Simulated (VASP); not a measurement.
WS2: single point with PBE+D3(BJ)

The system is WS2, a slab with vacuum.

```
CELL_PARAMETERS angstrom
3.15955 0.00000 0.00000
-1.57977 2.73625 0.00000
0.00000 0.00000 23.80426
ATOMIC_POSITIONS crystal
S 0.33333 0.66667 0.18904
S 0.33333 0.66667 0.32146
S 0.33333 0.00000 0.48068
S 0.33333 0.00000 0.61309
W 0.66667 0.33333 0.25525
W 0.00000 0.33333 0.54689
```

```yaml
Program: VASP 6.6.1
Task: single point
Functional: PBE
Dispersion: D3(BJ)
Potentials_or_basis: VASP PAW PBE potentials, release 64 (S, W_sv)
Cutoff: 520 eV
k_mesh: 9 × 9 × 1, shifted
Occupations: gaussian, width 0.05 eV
Spin: no spin polarisation
```

```json
{
  "Largest force": "0.063 eV/Å",
  "Band gap on the k mesh": "1.84 eV, indirect (least direct gap 2.21 eV)",
  "Dispersion energy per atom": "-0.343 eV"
}
```

Forces in eV/Å, atoms in the order of the input:
```
S    0.000  0.000  0.004
S    0.002 -0.006  0.062
S   -0.002  0.006 -0.062
S    0.000  0.000 -0.004
W    0.001 -0.004  0.039
W   -0.001  0.004 -0.039
```

Levels at points of the mesh, in eV from the valence-band top:
| k point | band 24 | band 25 | band 26 | band 27 | band 28 | band 29 |
| --- | --- | --- | --- | --- | --- | --- |
| (0.50, 0.50, 0.00) | -1.26 | -1.01 | -1.00 | 2.91 | 2.92 | 3.30 |
| (0.50, 0.00, 0.00) | -1.26 | -1.04 | -0.95 | 2.91 | 2.92 | 3.27 |
| (0.00, 0.50, 0.00) | -1.26 | -1.05 | -0.94 | 2.91 | 2.92 | 3.31 |

Run time: 19 min on 1 thread of Oxide Virtual Turin-like Processor, on a shared host, peak memory 0.77 GiB.

Caveat: spin-orbit coupling is left out, which moves the levels of the heavy elements.
